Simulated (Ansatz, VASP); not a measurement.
# ZrSe2: VASP beside Ansatz

```xyz
3
Lattice="3.8449 0.0000 0.0000 -1.9225 3.3298 0.0000 0.0000 0.0000 6.1337" Properties=species:S:1:pos:R:3 pbc="T T T"
Zr    0.0000    0.0000    0.0000
Se    0.0000    2.2199    1.5432
Se    1.9225    1.1099    4.5905
```

Change from the starting cell: epitaxial_xy strain +1.5%.

Alike in both runs: task single point; functional HSE06; k mesh 6 × 6 × 4; no spin polarisation.

```csv
,VASP,Ansatz
version,VASP 6.6.1,Ansatz 0.2.0
potentials or method,"VASP PAW PBE potentials, release 64 (Zr_sv, Se)","plane waves, PAW"
plane-wave cutoff (eV),400,420
occupations,"gaussian, width 0.01 eV",fixed
valence electrons in the cell,24,44
```

VASP gave:

| Item | Value |
| --- | --- |
| gap on the k mesh at the Fermi level (eV) | 1.01 |
| pressure (GPa) | -1.1 |
| traceless stress, the component that is largest in VASP (GPa) | 1.64 |
| rms of the force components (eV/Å) | 0.073 |

**Question.** Which values does Ansatz return?

**Answer.** gap on the k mesh at the Fermi level (eV): 1.00; pressure (GPa): -1.0; traceless stress, the component that is largest in VASP (GPa): 1.65; rms of the force components (eV/Å): 0.065.

Atom by atom the forces differ by 0.008 eV/Å (rms over components). VASP's potentials hold 24 valence electrons a cell and Ansatz's 44, so a difference there can come from the potentials and not from the codes. Ansatz's warnings: stress exchange threshold loose, stress scf threshold loose.
